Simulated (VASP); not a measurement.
Sc2Cu3, 5 atoms in the cell. It takes space group Pm-3m (No. 221, cubic). Conventional cell: a = 4.664 Å, b = 4.664 Å, c = 4.664 Å, α = 90.00°, β = 90.00°, γ = 90.00°. Sc (site symmetry m-3m) has 12 Cu at 3.30 Å and 8 Sc at 4.04 Å within 4.3 Å. Within 3.1 Å of Sc (site symmetry m-3m) lie 6 Cu at 2.33 Å. Within 3.1 Å of Cu (site symmetry 4/mmm) lie 2 Sc at 2.33 Å. The cell was built from a structure type or drawn by symmetry, and may not be a known phase.

```yaml
Program: VASP 6.6.1
Task: single point
Functional: PBE
Potentials_or_basis: VASP PAW PBE potentials, release 64 (Sc_sv, Cu)
Cutoff: 520 eV
k_mesh: 8 × 8 × 8
Occupations: gaussian, width 0.1 eV
Spin: no spin polarisation
Dipole_correction: no
Further_INCAR_settings: ALGO = Fast; EDIFF = 1e-06; NBANDS = 36
```

Potentials or basis: VASP PAW PBE potentials, release 64 (Sc_sv, Cu).

Command:

```console
$ cat potpaw_PBE.64/Sc_sv/POTCAR potpaw_PBE.64/Cu/POTCAR > POTCAR
$ mpirun -np 1 vasp_std > vasp.out
```

Hardware: 1 thread of Intel(R) Xeon(R) 6975P-C (Granite Rapids), with other jobs on the host.

Q: Estimate the wall time of this run.

A: Run time: 73 s on 1 thread of Intel(R) Xeon(R) 6975P-C (Granite Rapids), on a shared host, peak memory 0.26 GiB. Counts: scf iterations 20, k points 35.
